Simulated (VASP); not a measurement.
Write the native input for VASP 6.6.1 that does the following.

| Quantity | Value |
| --- | --- |
| Task | single point |
| Functional | revpbe exchange, lda correlation |
| Potentials or basis | VASP PAW PBE potentials, release 64 (Pt) |
| Cutoff | 500 eV |
| k mesh | 10 × 10 × 5 |
| Occupations | fermi-dirac, width 0.15 eV |
| Spin | no spin polarisation |
| Dipole correction | no |
| Further INCAR settings | ALGO = Normal; EDIFF = 1e-06; NBANDS = 17 |

The structure of Pt lies in POSCAR:

```
Pt
1.0
    2.7607000000      0.0000000000      0.0000000000
   -1.3803000000      2.3908000000      0.0000000000
    0.0000000000      0.0000000000      4.7921000000
Pt
2
Direct
    0.6666666667      0.3333333333      0.7500000000
    0.3333333333      0.6666666667      0.2500000000
```

This isn't the form of Pt at room conditions, which is fcc.

One way to write it, as run:

INCAR

```
ALGO = Normal
EDIFF = 1E-6
ENCUT = 500
GGA = LIBXC
GGA_COMPAT = F
ISIF = 2
ISMEAR = -1
LASPH = T
LCHARG = F
LIBXC1 = GGA_X_PBE_R
LIBXC2 = LDA_C_PW
LREAL = F
LWAVE = F
NBANDS = 17
NELM = 120
PREC = Accurate
SIGMA = 0.15
```

KPOINTS

```
k-points
0
Gamma
  10 10 5
```

Potentials or basis: VASP PAW PBE potentials, release 64 (Pt).

The run is started by

```sh
$ cat potpaw_PBE.64/Pt/POTCAR > POTCAR
$ mpirun -np 1 vasp_std > vasp.out
```

It gave:

```
Pressure               : 21.8 GPa
Band gap on the k mesh : zero (bands 10 and 11 overlap by 1.16 eV)
```

Caveat: the cell stands under pressure; the PAW data sets were made with another functional, which shifts forces and pressure a little; spin-orbit coupling is left out, which moves the levels of the heavy elements.

Run time: 18 s on 1 thread of Intel(R) Xeon(R) Platinum 8488C (Sapphire Rapids) (shared host), peak memory 0.17 GiB.
